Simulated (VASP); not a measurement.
# W (Fm-3m) in VASP: a series of runs

Aim: see how the results for W move with the level of theory and the settings. Levels: LDA, RPBE+D3(BJ), r2SCAN. Tasks: single point.

All numbers are computed with VASP 6.6.1; they aren't measurements. Logs are shortened: lines on timing, memory, paths and dates and some standing lists are left out, and cuts for length are marked.

**1. The cell of the first run**

It takes space group Fm-3m (No. 225, cubic). Conventional cell: a = 4.005 Å, b = 4.005 Å, c = 4.005 Å, α = 90.00°, β = 90.00°, γ = 90.00°. W (site symmetry m-3m) has 12 W at 2.83 Å within 3.7 Å.

This isn't the form of W at room conditions, which is bcc.

**2. Single point, LDA (16.06 Å³/atom)**

Input file INCAR:

```
SYSTEM = W
  ALGO = Normal
  EDIFF = 1E-6
  ENCUT = 500
  GGA_COMPAT = .FALSE.
  ISIF = 2
  ISMEAR = -1
  LASPH = .TRUE.
  LCHARG = .FALSE.
  LREAL = .FALSE.
  LWAVE = .FALSE.
  NBANDS = 13
  NELM = 120
  PREC = Accurate
  SIGMA = 0.05
```

Input file KPOINTS:

```
k-points
0
G
  14 14 14
  0 0 0
```

Input file POSCAR:

```
W
1.0
    0.0000000000      2.0025642044      2.0025642044
    2.0025642044      0.0000000000      2.0025642044
    2.0025642044      2.0025642044      0.0000000000
W
1
Direct
    0.0000000000      0.0000000000      0.0000000000
```

Potentials or basis: VASP PAW LDA potentials, release 64 (W_sv).

Run with:

```bash
$ cat potpaw_LDA.64/W_sv/POTCAR > POTCAR
$ mpirun -np 1 vasp_std > vasp.out
```

OUTCAR:

```text
SYSTEM = W
   EDIFF = 1E-6
   ENCUT = 500
   ISIF = 2
   ISMEAR = -1
   LASPH = .TRUE.
   LREAL = .FALSE.
   NELM = 120
   PREC = Accurate

 ion  position               nearest neighbor table
   1  0.000  0.000  0.000-

  LATTYP: Found a face centered cubic cell.
 ALAT       =     4.0051284088

  Lattice vectors:

 A1 = (   0.0000000000,   2.0025642044,   2.0025642044)
 A2 = (   2.0025642044,   0.0000000000,   2.0025642044)
 A3 = (   2.0025642044,   2.0025642044,   0.0000000000)

Analysis of symmetry for initial positions (statically):
=====================================================================
 Subroutine PRICEL returns:
 Original cell was already a primitive cell.

 Routine SETGRP: Setting up the symmetry group for a
 face centered cubic supercell.

 Subroutine GETGRP returns: Found 48 space group operations
 (whereof 48 operations were pure point group operations)
 out of a pool of 48 trial point group operations.

The static configuration has the point symmetry O_h .

Analysis of symmetry for dynamics (positions and initial velocities):
=====================================================================
 Subroutine PRICEL returns:
 Original cell was already a primitive cell.

 Routine SETGRP: Setting up the symmetry group for a
 face centered cubic supercell.

 Subroutine GETGRP returns: Found 48 space group operations
 (whereof 48 operations were pure point group operations)
 out of a pool of 48 trial point group operations.

The dynamic configuration has the point symmetry O_h .

 Subroutine INISYM returns: Found 48 space group operations
 (whereof 48 operations are pure point group operations),
 and found     1 'primitive' translations

----------------------------------------------------------------------------------------

                                     Primitive cell

  volume of cell :      16.0616

  direct lattice vectors                    reciprocal lattice vectors
     0.000000000  2.002564204  2.002564204    -0.249679885  0.249679885  0.249679885
     2.002564204  0.000000000  2.002564204     0.249679885 -0.249679885  0.249679885
     2.002564204  2.002564204  0.000000000     0.249679885  0.249679885 -0.249679885

  length of vectors
     2.832053457  2.832053457  2.832053457     0.432458246  0.432458246  0.432458246

[... 83 lines left out ...]
   NFREE  =      0    steps in history (QN), initial steepest desc. (CG)
   ISIF   =      2    stress and relaxation
   ISYM   =      2    0-nonsym 1-usesym 2-fastsym
   POTIM  = 0.5000    time-step for ionic-motion
   TEBEG  =    0.0;   TEEND  =   0.0 temperature during run
   PSTRESS=    0.0 pullay stress
   NELECT =      14.0000    total number of electrons
   NUPDOWN=      -1.0000    fix difference up-down
   EMIN   =  10.00;   EMAX   =-10.00  energy-range for DOS
   EFERMI =   0.00;   METHOD = LEGACY
   ISMEAR =    -1;   SIGMA  =   0.05  broadening in eV -4-tet -1-fermi 0-gaus
   EFERMI_NEDOS =   21; number of points for ismear=-14 and -15
   IALGO  =     38    algorithm
   IMIX   =      4    mixing-type and parameters
     AMIX     =   0.40;   BMIX     =  1.00
     AMIX_MAG =   1.60;   BMIX_MAG =  1.00
  volume/ion in A,a.u.               =      16.06       108.39
  Fermi-wavevector in a.u.,A,eV,Ry     =   1.563823  2.955198 33.273644  2.445544
  Thomas-Fermi vector in A             =   2.666538
   LORBIT       =      0    0 simple, 1 ext, 2 COOP (PROOUT), +10 PAW based schemes
   GGA     = CA    functional components
   LHFCALC =     F    Hartree Fock is set to
   AEXX    =    0.0000 exact exchange contribution
   IVDW    =     0    specifies the selected vdW correction
   LEPSILON=     F    determine dielectric tensor
   LRPA    =     F    only Hartree local field effects (RPA)
 non-spin polarized calculation
  energy-cutoff  :      500.00
  volume of cell :       16.06
 maximum number of plane-waves:       420
 NGX is ok and might be reduce to    24
   NGX = 11   NGY = 11   NGZ = 11

 number of electron      14.0000000 magnetization

 Free energy of the ion-electron system (eV)
  ---------------------------------------------------
  ext. energy  EPLUGINS =         0.00000000
  ---------------------------------------------------
  free energy    TOTEN  =       -13.61185328 eV

  energy without entropy =      -13.60176233  energy(sigma->0) =      -13.60680780

 E-fermi :  10.6188     XC(G=0): -13.7453

 val. band max:       10.6003962749   @ k =  -0.1429   0.0714   0.0000
 cond. band min:      10.6331188222   @ k =   0.2143   0.1429   0.0714
 fundamental gap:      0.0327225473
 Fermi energy:        10.6188458998

 k-point     1 :       0.0000    0.0000    0.0000
  band No.  band energies     occupation
      1     -62.5350      2.00000
      2     -26.3825      2.00000
      3     -26.3825      2.00000
      4     -26.3825      2.00000
      5       1.6431      2.00000
      6      10.0414      1.99998
      7      10.0414      1.99998
      8      10.0414      1.99998
      9      13.2273      0.00000
     10      13.2273      0.00000
     11      23.5561      0.00000
     12      28.8134      0.00000
     13      28.8134      0.00000
[... 354 lines left out ...]
  band No.  band energies     occupation
      1     -62.4633      2.00000
      2     -27.0229      2.00000
      3     -26.5553      2.00000
      4     -26.5426      2.00000
      5       4.4245      2.00000
      6       8.2894      2.00000
      7      10.2327      1.99912
      8      11.2381      0.00001
      9      12.6581      0.00000
     10      14.3208      0.00000
     11      25.4860      0.00000
     12      28.5445      0.00000
     13      30.8250      0.00000

 [... further k-points ...]

------------------------ aborting loop because EDIFF is reached ----------------------------------------

  FORCE on cell =-STRESS in cart. coord.  units (eV):
  Direction    XX          YY          ZZ          XY          YZ          ZX
  --------------------------------------------------------------------------------------
  -------------------------------------------------------------------------------------
  Total       -0.5421766     -0.5421766     -0.5421766      0.0000000      0.0000000      0.0000000
  in kB      -54.0831493    -54.0831493    -54.0831493      0.0000000      0.0000000      0.0000000
  external PRESSURE =     -54.0831493 kB  Pullay stress =       0.0000000 kB

 VOLUME and BASIS-vectors are now :
 -----------------------------------------------------------------------------
  energy-cutoff  :      500.00
  volume of cell :       16.06
      direct lattice vectors                 reciprocal lattice vectors
     0.000000000  2.002564204  2.002564204    -0.249679885  0.249679885  0.249679885
     2.002564204  0.000000000  2.002564204     0.249679885 -0.249679885  0.249679885
     2.002564204  2.002564204  0.000000000     0.249679885  0.249679885 -0.249679885

 POSITION                                       TOTAL-FORCE (eV/Angst)
 -----------------------------------------------------------------------------------
      0.00000      0.00000      0.00000         0.000000     -0.000000     -0.000000
 -----------------------------------------------------------------------------------
    total drift:                               -0.000000      0.000000      0.000000

  FREE ENERGIE OF THE ION-ELECTRON SYSTEM (eV)
  ---------------------------------------------------
  free  energy   TOTEN  =       -13.6118532783 eV

  energy  without entropy=      -13.6017623252  energy(sigma->0) =      -13.60680780
```

OSZICAR:

```text
N       E                     dE             d eps       ncg     rms          rms(c)
DAV:   1     0.808948463838E+02    0.80895E+02   -0.73200E+03  2704   0.120E+03
DAV:   2    -0.126374408513E+02   -0.93532E+02   -0.89809E+02  3039   0.306E+02
DAV:   3    -0.142633049460E+02   -0.16259E+01   -0.16155E+01  3004   0.391E+01
DAV:   4    -0.142698597916E+02   -0.65548E-02   -0.65547E-02  3014   0.278E+00
DAV:   5    -0.142699148974E+02   -0.55106E-04   -0.55106E-04  3009   0.240E-01    0.199E+01
DAV:   6    -0.137454219444E+02    0.52449E+00   -0.42878E-01  2899   0.836E+00    0.776E+00
DAV:   7    -0.136173070620E+02    0.12811E+00   -0.18956E-01  3014   0.517E+00    0.441E-01
DAV:   8    -0.136118506770E+02    0.54564E-02   -0.41373E-03  2759   0.863E-01    0.748E-02
DAV:   9    -0.136118489034E+02    0.17736E-05   -0.54664E-05  3327   0.833E-02    0.449E-02
DAV:  10    -0.136118532931E+02   -0.43896E-05   -0.37698E-06  2874   0.255E-02    0.988E-03
DAV:  11    -0.136118532783E+02    0.14755E-07   -0.97009E-08  1562   0.330E-03
   1 F= -.13611853E+02 E0= -.13606808E+02  d E =-.100910E-01
```

stdout:

```text
POSCAR found type information on POSCAR W
 POSCAR found :  1 types and       1 ions
 scaLAPACK will be used
 LDA part: xc-table for (Slater(with rela. corr.)+CA(PZ))
 , standard interpolation
 POSCAR, INCAR and KPOINTS ok, starting setup
 FFT: planning ... GRIDC
 FFT: planning ... GRID_SOFT
 FFT: planning ... GRID
 WAVECAR not read
 entering main loop
```

Wall time 19 s (1 thread of Intel Xeon 8259CL, shared host); peak memory 0.14 GiB.

Results:

* Free energy: -13.6119 eV
* Pressure: -5.4 GPa
* Band gap on the k mesh: zero (bands 7 and 8 overlap by 3.93 eV)

Levels at points of the mesh, in eV from the Fermi level:
| k point | band 4 | band 5 | band 6 | band 7 | band 8 | band 9 | band 10 | band 11 |
| --- | --- | --- | --- | --- | --- | --- | --- | --- |
| (0.00, 0.00, 0.00) | -37.00 | -8.98 | -0.58 | -0.58 | -0.58 | 2.61 | 2.61 | 12.94 |
| (0.50, 0.00, 0.00) | -37.17 | -5.65 | -0.82 | -0.82 | 0.89 | 5.19 | 5.19 | 10.65 |
| (0.50, 0.50, 0.00) | -37.45 | -5.60 | -4.62 | 3.35 | 5.13 | 5.96 | 5.96 | 12.03 |

Caveat: the cell stands under tension; spin-orbit coupling is left out, which moves the levels of the heavy elements.

**3. Single point, RPBE+D3(BJ)**

This run uses another cell than the first one, of 16.73 Å³/atom.

Input file INCAR:

```
ALGO     = Normal         # electronic algorithm
EDIFF    = 1E-6           # SCF threshold, eV
ENCUT    = 500            # plane-wave cutoff, eV
GGA      = RP             # functional
GGA_COMPAT= F            
ISIF     = 2              # what is computed and relaxed
ISMEAR   = -1             # smearing method
IVDW     = 12             # dispersion correction
LASPH    = T              # aspherical terms in the spheres
LCHARG   = T              # write CHGCAR
LELF     = T              # ELF
LREAL    = F              # projectors in reciprocal space
LVHAR    = T            
LWAVE    = F              # write WAVECAR
NBANDS   = 13             # bands
NELM     = 120            # most SCF steps
PREC     = Accurate       # precision mode
SIGMA    = 0.05           # smearing width, eV
```

Input file KPOINTS:

```
k-points
0
Gamma
  14 14 14
```

Input file POSCAR:

```
W
1.0
    0.0000000000      2.0300000000      2.0300000000
    2.0300000000      0.0000000000      2.0300000000
    2.0300000000      2.0300000000      0.0000000000
W
1
Direct
    0.0000000000      0.0000000000      0.0000000000
```

Potentials or basis: VASP PAW PBE potentials, release 64 (W_sv).

Run with:

```bash
$ cat potpaw_PBE.64/W_sv/POTCAR > POTCAR
$ mpirun -np 1 vasp_std > vasp.out
```

It took 23 s on 1 thread of Intel Xeon 8259CL, shared host; peak memory 0.16 GiB.

It converged, with:

* Free energy: -16.4666 eV
* Pressure: -44.4 GPa
* Band gap on the k mesh: zero (bands 7 and 8 overlap by 3.44 eV)
* Dispersion energy per atom: -4.538 eV

Levels at points of the mesh, in eV from the Fermi level:
```tsv
k point	band 3	band 4	band 5	band 6	band 7	band 8	band 9	band 10	band 11	band 12
(0.00, 0.00, 0.00)	-37.38	-37.38	-8.88	-0.52	-0.52	-0.52	2.53	2.53	12.73	17.88
(0.50, 0.00, 0.00)	-37.53	-37.53	-5.49	-0.73	-0.73	0.56	4.93	4.93	10.03	12.36
(0.50, 0.50, 0.00)	-37.77	-37.77	-5.34	-4.39	2.92	4.90	5.63	5.63	11.57	11.57
```

Caveat: the cell stands under tension; the dispersion term is far too large for a dense solid, which distorts pressure and volume; the PAW data sets were made with another functional, which shifts forces and pressure a little; spin-orbit coupling is left out, which moves the levels of the heavy elements.

**4. Single point, r2SCAN**

This run uses another cell than the first one, of 16.73 Å³/atom.

POSCAR is that of step 3.

Input file INCAR.step1:

```
ALGO = Normal ; EDIFF = 1E-5
ENCUT = 550 ; GGA = PE
GGA_COMPAT = False ; ISMEAR = -1
LASPH = True ; LCHARG = False
LREAL = False ; LWAVE = True
NBANDS = 13 ; NELM = 120
PREC = Accurate ; SIGMA = 0.05
```

Input file INCAR.step2:

```
ALGO = Normal ; EDIFF = 1E-6
ENCUT = 550 ; GGA_COMPAT = False
ISIF = 2 ; ISMEAR = -1
ISTART = 1 ; LASPH = True
LCHARG = False ; LMIXTAU = True
LREAL = False ; LWAVE = False
METAGGA = R2SCAN ; NBANDS = 13
NELM = 120 ; PREC = Accurate
SIGMA = 0.05
```

KPOINTS is that of step 3.

Potentials or basis: VASP PAW PBE potentials, release 64 (W_sv).

Run with:

```bash
$ cat potpaw_PBE.64/W_sv/POTCAR > POTCAR
$ cp INCAR.step1 INCAR
$ mpirun -np 1 vasp_std > vasp.out
$ cp INCAR.step2 INCAR
$ mpirun -np 1 vasp_std > vasp.out
```

OUTCAR:

```text
EDIFF = 1E-6
   ENCUT = 550
   ISIF = 2
   ISMEAR = -1
   ISTART = 1
   LASPH = True
   LREAL = False
   METAGGA = R2SCAN
   NELM = 120
   PREC = Accurate

 ion  position               nearest neighbor table
   1  0.000  0.000  0.000-

  LATTYP: Found a face centered cubic cell.
 ALAT       =     4.0600000000

  Lattice vectors:

 A1 = (   0.0000000000,   2.0300000000,   2.0300000000)
 A2 = (   2.0300000000,   0.0000000000,   2.0300000000)
[... 554 lines left out ...]
      4     -28.6883      2.00000
      5       3.5028      2.00000
      6       7.6997      2.00000
      7       9.7829      1.99280
      8      10.7155      0.00000
      9      12.1191      0.00000
     10      13.8380      0.00000
     11      25.2607      0.00000
     12      28.1789      0.00000
     13      30.5978      0.00000

 [... further k-points ...]
[... 5 lines left out ...]
  --------------------------------------------------------------------------------------
  -------------------------------------------------------------------------------------
  Total       -0.8209923     -0.8209923     -0.8209923     -0.0000000     -0.0000000      0.0000000
  in kB      -78.6197299    -78.6197299    -78.6197299     -0.0000000     -0.0000000      0.0000000
  external PRESSURE =     -78.6197299 kB  Pullay stress =       0.0000000 kB

 VOLUME and BASIS-vectors are now :
 -----------------------------------------------------------------------------
  energy-cutoff  :      550.00
  volume of cell :       16.73
      direct lattice vectors                 reciprocal lattice vectors
     0.000000000  2.030000000  2.030000000    -0.246305419  0.246305419  0.246305419
     2.030000000  0.000000000  2.030000000     0.246305419 -0.246305419  0.246305419
     2.030000000  2.030000000  0.000000000     0.246305419  0.246305419 -0.246305419

 POSITION                                       TOTAL-FORCE (eV/Angst)
 -----------------------------------------------------------------------------------
      0.00000      0.00000      0.00000        -0.000000      0.000000      0.000000
 -----------------------------------------------------------------------------------
    total drift:                               -0.000000     -0.000000     -0.000000

  FREE ENERGIE OF THE ION-ELECTRON SYSTEM (eV)
  ---------------------------------------------------
  free  energy   TOTEN  =       -50.7892241652 eV

  energy  without entropy=      -50.7780555042  energy(sigma->0) =      -50.78363983
```

OUTCAR.step1:

```text
EDIFF = 1E-5
   ENCUT = 550
   GGA = PE
   ISMEAR = -1
   LASPH = True
[... 599 lines left out ...]

 POSITION                                       TOTAL-FORCE (eV/Angst)
 -----------------------------------------------------------------------------------
      0.00000      0.00000      0.00000         0.000000     -0.000000      0.000000
 -----------------------------------------------------------------------------------
    total drift:                                0.000000      0.000000      0.000000

  FREE ENERGIE OF THE ION-ELECTRON SYSTEM (eV)
  ---------------------------------------------------
  free  energy   TOTEN  =       -12.4740327416 eV

  energy  without entropy=      -12.4633619503  energy(sigma->0) =      -12.46869735
```

Wall time 1.8 min (1 thread of Intel Xeon 8259CL, shared host); peak memory 0.16 GiB.

Results:

| Quantity | Value |
| --- | --- |
| Free energy | -50.7892 eV |
| Pressure | -7.9 GPa |
| Band gap on the k mesh | zero (bands 7 and 8 overlap by 3.46 eV) |

Caveat: the cell stands under tension; the PAW data sets were made with another functional, which shifts forces and pressure a little; spin-orbit coupling is left out, which moves the levels of the heavy elements.

**5. The runs side by side**

```csv
level,potentials or basis,cell,cutoff (eV),gap on the mesh (eV),pressure (GPa)
LDA,"VASP PAW LDA potentials, release 64 (W_sv)","a = 2.832 Å, angles 60.0°, 1 atom",500,none,-5.4
RPBE+D3(BJ),"VASP PAW PBE potentials, release 64 (W_sv)","a = 2.871 Å, angles 60.0°, 1 atom",500,none,-44.4
r2SCAN,"VASP PAW PBE potentials, release 64 (W_sv)","a = 2.871 Å, angles 60.0°, 1 atom",550,none,-7.9
```

Alike in all rows: task single point; no spin polarisation; k mesh 14 × 14 × 14; smearing fermi-dirac 0.05 eV.

Caveats: the cell stands under tension; spin-orbit coupling is left out, which moves the levels of the heavy elements; the PAW data sets were made with another functional, which shifts forces and pressure a little (at least some runs); the dispersion term is far too large for a dense solid, which distorts pressure and volume (at least some runs).

Total energies depend on the potentials used, so only differences within one code and one set of settings carry meaning.

The gap in the log of VASP goes by the Fermi energy; the results here count the filled bands.